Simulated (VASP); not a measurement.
SbTe2O:

```
CELL_PARAMETERS angstrom
3.39901 0.00000 0.00000
0.00000 3.39901 0.00000
0.00000 0.00000 9.23928
ATOMIC_POSITIONS crystal
Sb 0.00000 0.00000 0.50000
Te 0.50000 0.50000 0.24591
Te 0.50000 0.50000 0.75409
O 0.00000 0.00000 0.00000
```

The cell was generated, and may not be a known phase.

```yaml
Program: VASP 6.6.1
Task: relaxation of cell and atoms
Functional: PBE
Potentials_or_basis: VASP PAW PBE potentials, release 64 (Sb, Te, O)
Cutoff: 600 eV
k_mesh: 6 × 6 × 2
Occupations: gaussian, width 0.1 eV
Spin: no spin polarisation
```

At the start: pressure -6.5 GPa; volume 26.69 Å³/atom.

**Question.** How do energy, volume and symmetry change on relaxing?

**Answer.** Over 18 steps the energy falls by 425.3 meV/atom and the volume is 21.86 Å³/atom (-18.1 %); space group P4/mmm (No. 123, to 0.1 Å) before and after.

Step by step:
```
step  energy change (eV)  largest force (eV/Å)  pressure (GPa)  volume (Å³)
   1              0.0000                1.0439           -6.47       106.74
   2             -0.5940                1.9386           -0.23        90.90
   3             -0.6369                2.2206            3.17        86.41
   4             -1.0306                1.6814            4.64        82.63
   5             -1.2386                0.6762           10.30        76.89
   6             -1.5753                0.1166            0.56        85.51
   7             -1.5759                0.0869            0.30        85.89
   8             -1.5969                0.3125           -0.19        86.23
   9             -1.6160                0.4630           -1.05        86.90
  10             -1.6361                0.4965           -0.18        86.03
  11             -1.6573                0.2747            2.49        83.83
  12             -1.6639                0.2071            2.59        83.89
  13             -1.6704                0.0223            2.93        84.03
  14             -1.6845                0.0523            2.02        84.95
  15             -1.6985                0.1481           -0.42        87.74
  16             -1.6989                0.1338           -0.10        87.35
  17             -1.6997                0.1071           -0.07        87.37
  18             -1.7011                0.0240            0.01        87.45
```

Final structure:
```xyz
4
Lattice="3.2299 0.0000 0.0000 0.0000 3.2299 0.0000 0.0000 0.0000 8.3826" Properties=species:S:1:pos:R:3 pbc="T T T"
Sb    0.0000    0.0000    4.1913
Te    1.6150    1.6150    1.4463
Te    1.6150    1.6150    6.9363
O     0.0000    0.0000    0.0000
```

Caveat: the volume moved by over 15 % at a fixed basis, so the end points are rough; the highest band is partly filled, so the run has too few bands.
